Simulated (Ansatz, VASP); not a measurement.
# Nb: VASP beside Ansatz

```
Nb
1.0
     0.00000    2.11500    2.11500
     2.11500    0.00000    2.11500
     2.11500    2.11500    0.00000
Nb
1
Direct
  0.00000 0.00000 0.00000
```

Alike in both runs: functional RPBE; k mesh 8 × 8 × 8; occupations gaussian, width 0.1 eV; non-collinear spin, spin-orbit coupling.

|  | VASP | Ansatz |
| --- | --- | --- |
| version | VASP 6.6.1 | Ansatz 0.2.0 |
| potentials or method | VASP PAW PBE potentials, release 64 (Nb_sv) | Ansatz PAW |
| plane-wave cutoff (eV) | 500 | 420 |
| valence electrons in the cell | 13 | 13 |
| task | single point | band structure |

|  | VASP | Ansatz | Ansatz less VASP |
| --- | --- | --- | --- |
| pressure (GPa) | 0.6 | 1.0 | +0.37 |
| net moment per atom (μB) | 0.00 | 0.00 | 0.000 |

VASP's potentials were made for PBE, not for RPBE.
